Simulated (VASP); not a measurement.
Wanted: the native input for a VASP 6.6.1 run.

* Task: single point
* Functional: PBE
* Potentials or basis: VASP PAW PBE potentials, release 64 (Mo_sv)
* Cutoff: 520 eV
* k mesh: 20 × 20 × 20
* Occupations: gaussian, width 0.15 eV
* Spin: no spin polarisation
* Dipole correction: no
* Further INCAR settings: ALGO = Fast; EDIFF = 1e-06; NBANDS = 13

The structure of Mo lies in POSCAR:

```
Mo
1.0
   -1.5012084632      1.6592304066      1.5802194349
    1.5012084632     -1.6592304066      1.5802194349
    1.5012084632      1.6592304066     -1.5802194349
Mo
1
Direct
    0.0000000000      0.0000000000      0.0000000000
```

This cell differs from its parent crystal: strain +e along x and -e along y -0.0500, strain +e along z and -e/2 along x and y +0.0000.

The input as run:

INCAR

```
SYSTEM = Mo
  PREC = Accurate
  ENCUT = 520
  EDIFF = 1E-6
  ISMEAR = 0
  SIGMA = 0.15
  LREAL = .FALSE.
  LASPH = .TRUE.
  NELM = 60
  ALGO = Fast
  ISIF = 2
  LWAVE = .FALSE.
  LCHARG = .TRUE.
  GGA = PE
  LELF = .TRUE.
  LVHAR = .TRUE.
  NBANDS = 13
```

KPOINTS

```
Automatic mesh
0
G
  20 20 20
  0 0 0
```

Potentials or basis: VASP PAW PBE potentials, release 64 (Mo_sv).

The run is started by

```console
$ cat potpaw_PBE.64/Mo_sv/POTCAR > POTCAR
$ mpirun -np 1 vasp_std > vasp.out
```

It gave:

* Pressure: 2.3 GPa
* Band gap on the k mesh: zero (band 7 reaches 16.27 eV, above the bottom of band 8 at 11.35 eV)

Caveat: the cell differs from its parent crystal (strain +e along x and -e along y -0.0500, strain +e along z and -e/2 along x and y +0.0000).

It took 3.3 min on 1 thread of AMD EPYC 7R43 64-Core Processor (Zen 3), with other jobs on the host, peak memory 0.28 GiB.
